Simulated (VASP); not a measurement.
## MnS: single point with r2SCAN

MnS:

```
Mn S
1.0
     0.00000    5.20900    5.20900
     2.60450    0.00000    2.60450
     2.60450    2.60450    0.00000
Mn S
2 2
Direct
  0.00000 0.00000 0.00000
  0.50000 0.00000 0.00000
  0.25000 0.50000 0.50000
  0.75000 0.50000 0.50000
```

```yaml
Program: VASP 6.6.1
Task: single point
Functional: r2SCAN
Potentials_or_basis: VASP PAW PBE potentials, release 64 (Mn_pv, S)
Cutoff: 520 eV
k_mesh: 4 × 8 × 8
Occupations: fermi-dirac, width 0.05 eV
Spin: collinear spin, ferromagnetic start
Starting_moments: "[4.5, 4.5, 0.0, 0.0] μB"
Dipole_correction: no
Further_INCAR_settings: ALGO = Normal; EDIFF = 1e-06; NBANDS = 31
```

- Pressure: 0.3 GPa
- Net moment: 9.94 μB per cell
- Site moments: Mn +4.49; S +0.14 μB
- Valence electrons inside the program's atomic spheres: Mn 11.28; S 3.79

Levels at points of the mesh, in eV from the Fermi level:
Spin up:
| k point | band 21 | band 22 | band 23 | band 24 | band 25 | band 26 | band 27 | band 28 |
| --- | --- | --- | --- | --- | --- | --- | --- | --- |
| (0.00, 0.00, 0.00) | -2.08 | -2.08 | -0.01 | -0.01 | 2.07 | 3.10 | 5.62 | 5.62 |
| (0.50, 0.00, 0.00) | -0.92 | -0.92 | -0.92 | -0.92 | 3.87 | 3.87 | 7.23 | 7.23 |
| (0.00, 0.50, 0.00) | -3.17 | -2.98 | -0.01 | -0.01 | 0.95 | 3.10 | 5.51 | 5.62 |
| (0.50, 0.50, 0.00) | -1.87 | -1.87 | -1.65 | -1.65 | 3.10 | 3.10 | 6.05 | 6.05 |
Spin down:
| k point | band 12 | band 13 | band 14 | band 15 | band 16 | band 17 |
| --- | --- | --- | --- | --- | --- | --- |
| (0.00, 0.00, 0.00) | -1.75 | -1.75 | -1.75 | 1.08 | 1.08 | 1.08 |
| (0.50, 0.00, 0.00) | -2.77 | -2.77 | -2.77 | 1.57 | 1.57 | 1.57 |
| (0.00, 0.50, 0.00) | -3.40 | -3.35 | -3.35 | -0.20 | 1.58 | 2.21 |
| (0.50, 0.50, 0.00) | -4.23 | -3.38 | -3.38 | 1.10 | 1.10 | 2.24 |

It took 7.7 min on 1 thread of Oxide Virtual Turin-like Processor (shared host), peak memory 0.28 GiB.

Caveat: the PAW data sets were made with another functional, which shifts forces and pressure a little; semilocal functionals often make such compounds metallic where correlation or magnetic order opens a gap, which also shifts bond lengths; the run started ferromagnetic, and an antiferromagnetic order may lie lower in energy. With open d or f shells a metallic result of r2SCAN can be an artefact of self-interaction; +U or a hybrid may open a gap.
